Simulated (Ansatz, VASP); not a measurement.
**YN: VASP beside Ansatz**

```
Y N
1.0
     0.00000    2.42605    2.46476
     2.42605    0.00000    2.46476
     2.42605    2.42605    0.00000
Y N
1 1
Direct
  0.00000 0.00000 0.00000
  0.50000 0.50000 0.50000
```

Change from the starting cell: strained cell.

Alike in both runs: functional PBEsol; k mesh 10 × 10 × 10; occupations gaussian, width 0.01 eV; no spin polarisation.

Ansatz relaxed the structure, and its values are those at the end. VASP's run is a single point on that final structure, the one shown.

```csv
,VASP,Ansatz
version,VASP 6.6.1,Ansatz 0.2.0
potentials or method,"VASP PAW PBE potentials, release 64 (Y_sv, N), cutoff 600 eV","scalar-relativistic, plane waves, PAW"
valence electrons in the cell,16,16
```

|  | VASP | Ansatz | Ansatz less VASP |
| --- | --- | --- | --- |
| gap on the k mesh at the Fermi level (eV) | 0.06 | 0.06 | +0.001 |
| least direct gap on the mesh (eV) | 0.44 | 0.45 | +0.002 |
| pressure (GPa) | -2.3 | -2.1 | +0.23 |

VASP's potentials were made for PBE, not for PBEsol, and Ansatz warns of the same on its side. Ansatz's warnings: stress scf threshold loose.
